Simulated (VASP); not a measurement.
Here is a VASP 6.6.1 calculation.

The input INCAR:

```
PREC = Accurate ; ENCUT = 520
EDIFF = 1E-7 ; ISMEAR = 0
SIGMA = 0.1 ; LREAL = False
LASPH = True ; NELM = 80
ALGO = Normal ; ISIF = 2
LWAVE = False ; LCHARG = False
GGA = PE ; NBANDS = 9
```

File KPOINTS:

```
Automatic mesh
0
Gamma
  18 18 18
```

POSCAR

```
S
1.0
    0.0000000000      2.0904780306      2.0904780306
    2.0904780306      0.0000000000      2.0904780306
    2.0904780306      2.0904780306      0.0000000000
S
1
Direct
    0.0000000000      0.0000000000      0.0000000000
```

Potentials or basis: VASP PAW PBE potentials, release 64 (S).

Launch:

```sh
$ cat potpaw_PBE.64/S/POTCAR > POTCAR
$ mpirun -np 1 vasp_std > vasp.out
```

Problem. Estimate the band gap on the k mesh.

Solution. Zero (band 3 reaches 7.99 eV, above the bottom of band 4 at 3.57 eV).

Problem. Estimate the pressure.

Solution. -8.2 GPa.

Caveat: the cell differs from its parent crystal (strained).
